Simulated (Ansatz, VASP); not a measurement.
# Two plane-wave programs on CdSe

The input POSCAR:

```
CdSe
1.0
    0.0000000000      3.1904922040      3.1904922040
    3.1904922040      0.0000000000      3.1904922040
    3.1904922040      3.1904922040      0.0000000000
Cd Se
1 1
Direct
    0.0000000000      0.0000000000      0.0000000000
    0.2500000000      0.2500000000      0.2500000000
```

File INCAR.step1:

```
SYSTEM = CdSe
PREC = Accurate
ENCUT = 520
ISMEAR = -1
SIGMA = 0.02
LREAL = .FALSE.
LASPH = .TRUE.
NELM = 150
LNONCOLLINEAR = .TRUE.
MAGMOM = 0 0 0 0 0 0
LSORBIT = .TRUE.
GGA_COMPAT = .FALSE.
NBANDS = 30
GGA = PE
ALGO = Normal
EDIFF = 1E-4
LWAVE = .TRUE.
LCHARG = .FALSE.
```

Contents of INCAR.step2:

```
SYSTEM = CdSe
PREC = Accurate
ENCUT = 520
EDIFF = 1E-6
ISMEAR = -1
SIGMA = 0.02
LREAL = .FALSE.
LASPH = .TRUE.
NELM = 150
ALGO = Normal
ISIF = 2
LWAVE = .FALSE.
LCHARG = .FALSE.
LNONCOLLINEAR = .TRUE.
MAGMOM = 0 0 0 0 0 0
LORBIT = 11
LSORBIT = .TRUE.
GGA_COMPAT = .FALSE.
LORBMOM = .TRUE.
METAGGA = R2SCAN
LMIXTAU = .TRUE.
NBANDS = 30
ISTART = 1
```

KPOINTS

```
Automatic mesh
0
G
  8 8 8
  0 0 0
```

Input for Ansatz:

```yaml
crystal:
  lattice:
    - [0.0, 3.190492204, 3.190492204]
    - [3.190492204, 0.0, 3.190492204]
    - [3.190492204, 3.190492204, 0.0]
  atoms:
    - { symbol: Cd, position: [0.0, 0.0, 0.0] }
    - { symbol: Se, position: [0.25, 0.25, 0.25] }
kpoints:
  mp_grid: { grid: [8, 8, 8] }
  band_path:
    path:
      - [0.0, 0.0, 0.0]
      - [-0.5, -0.5, 0.0]
      - [-0.375, -0.375, 0.25]
      - [-0.375, 0.0, 0.375]
      - [0.0, 0.0, 0.5]
      - [-0.5, -0.25, 0.25]
    npoints: 1
hamiltonian:
  xc: r2scan
scf:
  occupations: { method: fermi_dirac, width: 0.02 }
  n_extra_bands: 8
magnetization:
  noncollinear: true
  spin_orbit: true
output:
  forces: true
  stress: true
  eigenvalues: true
```

Change from the starting cell: hydrostatic strain +4.0%.

Alike in both runs: task single point; functional r2SCAN; k mesh 8 × 8 × 8; occupations fermi-dirac, width 0.02 eV; non-collinear spin, spin-orbit coupling.

|  | VASP | Ansatz |
| --- | --- | --- |
| version | VASP 6.6.1 | Ansatz 0.2.0 |
| potentials or method | VASP PAW PBE potentials, release 64 (Cd, Se) | plane waves, PAW |
| plane-wave cutoff (eV) | 520 | 500 |
| valence electrons in the cell | 18 | 36 |

|  | VASP | Ansatz | Ansatz less VASP |
| --- | --- | --- | --- |
| pressure (GPa) | -4.5 | -4.7 | -0.15 |
| net moment per atom (μB) | 0.00 | 0.00 | 0.000 |

VASP's potentials were made for PBE, not for r2SCAN. The functional is the same, so the differences come from potentials, cutoffs and numerics. VASP's potentials hold 18 valence electrons a cell and Ansatz's 36, so a difference there can come from the potentials and not from the codes.
